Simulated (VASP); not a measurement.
Write the native input for VASP 6.6.1 that does the following.

```yaml
Task: single point
Functional: LDA
Potentials_or_basis: VASP PAW LDA potentials, release 64 (Nb_sv, Si)
Cutoff: 520 eV
k_mesh: 7 × 7 × 4
Occupations: fermi-dirac, width 0.05 eV
Spin: no spin polarisation
Dipole_correction: no
Further_INCAR_settings: ALGO = Normal; EDIFF = 1e-07; NBANDS = 42
```

The structure of NbSi2 lies in POSCAR:

```
NbSi2
1.0
    4.7940000000      0.0000000000      0.0000000000
   -2.3970000000      4.1517257857      0.0000000000
    0.0000000000      0.0000000000      6.5890000000
Nb Si
3 6
Direct
    0.0000000000      0.5000000000      0.3333333333
    0.5000000000      0.5000000000      0.6666666667
    0.5000000000      0.0000000000      0.0000000000
    0.3340000000      0.1670000000      0.3333333333
    0.1670000000      0.8330000000      0.6666666667
    0.8330000000      0.6660000000      0.0000000000
    0.6660000000      0.8330000000      0.3333333333
    0.8330000000      0.1670000000      0.6666666667
    0.1670000000      0.3340000000      0.0000000000
```

The input as run:

INCAR

```
SYSTEM = NbSi2
  PREC = Accurate
  ENCUT = 520
  EDIFF = 1E-7
  ISMEAR = -1
  SIGMA = 0.05
  LREAL = .FALSE.
  LASPH = .TRUE.
  NELM = 80
  ALGO = Normal
  ISIF = 2
  LWAVE = .FALSE.
  LCHARG = .TRUE.
  LELF = .TRUE.
  LVHAR = .TRUE.
  NBANDS = 42
```

KPOINTS

```
regular mesh
0
G
  7 7 4
  0 0 0
```

Potentials or basis: VASP PAW LDA potentials, release 64 (Nb_sv, Si).

Launch:

```sh
$ cat potpaw_LDA.64/Nb_sv/POTCAR potpaw_LDA.64/Si/POTCAR > POTCAR
$ mpirun -np 1 vasp_std > vasp.out
```

Results of the run:

```yaml
Pressure: -4.8 GPa
Largest_force: 0.650 eV/Å
Band_gap_on_the_k_mesh: zero (an odd number of electrons rules out a gap without spin polarisation)
```

Caveat: the cell stands under tension.

Wall time 4 min on 1 thread of Intel Xeon 8259CL (shared host), peak memory 0.25 GiB.
